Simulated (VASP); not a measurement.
Li8HF8 (a cell with a defect), 17 atoms in the cell. The cell holds a defect, 17 atoms: a = 5.753 Å, b = 5.753 Å, c = 5.753 Å, α = 60.00°, β = 60.00°, γ = 60.00°. 

```yaml
Program: VASP 6.6.1
Task: single point
Functional: PBE
Potentials_or_basis: VASP PAW PBE potentials, release 64 (Li_sv, F, H)
Cutoff: 520 eV
k_mesh: 2 × 2 × 2
Occupations: gaussian, width 0.02 eV
Spin: collinear spin
Starting_moments: "[0.0, 0.0, 0.0, 0.0, 0.0, 0.0, 0.0, 0.0, 0.0, 0.0, 0.0, 0.0, 0.0, 0.0, 0.0, 0.0, 0.58] μB"
Dipole_correction: no
Further_INCAR_settings: LREAL = Auto; ALGO = Normal; EDIFF = 1e-07; NBANDS = 58
```

Potentials or basis: VASP PAW PBE potentials, release 64 (Li_sv, F, H).

The run is started by

```console
$ cat potpaw_PBE.64/Li_sv/POTCAR potpaw_PBE.64/F/POTCAR potpaw_PBE.64/H/POTCAR > POTCAR
$ mpirun -np 1 vasp_std > vasp.out
```

Hardware: 1 thread of Intel(R) Xeon(R) Platinum 8259CL CPU @ 2.50GHz (Skylake/Cascade Lake), on a shared host.

Question: Estimate the wall time of this run.

Answer: It took 5 min on 1 thread of Intel(R) Xeon(R) Platinum 8259CL CPU @ 2.50GHz (Skylake/Cascade Lake) (shared host), peak memory 0.41 GiB. Counts: scf iterations 18, k points 6.
